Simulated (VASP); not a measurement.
A run of VASP 6.6.1:

Contents of INCAR:

```
  PREC = Accurate
  ENCUT = 520
  EDIFF = 1E-7
  ISMEAR = 0
  SIGMA = 0.1
  LREAL = False
  LASPH = True
  NELM = 60
  ALGO = Normal
  ISIF = 2
  LWAVE = False
  LCHARG = False
  GGA = PE
  IVDW = 12
  NBANDS = 25
```

KPOINTS

```
Automatic mesh
0
Gamma
  6 6 6
```

File POSCAR:

```
P2CO3
1.0
    5.1855564000      0.0000000000      0.0000000000
   -2.5927782000      4.4908235700      0.0000000000
    0.0000000000      0.0000000000      3.0945241900
P C O
2 1 3
Direct
    0.3333333300      0.6666666700      0.0000000000
    0.6666666700      0.3333333300      0.0000000000
    0.0000000000      0.0000000000      0.0000000000
    0.5000000000      0.0000000000      0.5000000000
    0.5000000000      0.5000000000      0.5000000000
    0.0000000000      0.5000000000      0.5000000000
```

Potentials or basis: VASP PAW PBE potentials, release 64 (P, C, O).

The run is started by

```sh
$ cat potpaw_PBE.64/P/POTCAR potpaw_PBE.64/C/POTCAR potpaw_PBE.64/O/POTCAR > POTCAR
$ mpirun -np 1 vasp_std > vasp.out
```

Hardware: 1 thread of Intel(R) Xeon(R) 6975P-C (Granite Rapids), with other jobs on the host.

Task: Estimate the wall time of this run.

Result: Wall time 20 s on 1 thread of Intel(R) Xeon(R) 6975P-C (Granite Rapids), on a shared host, peak memory 0.21 GiB. Counts: scf iterations 16, k points 28.
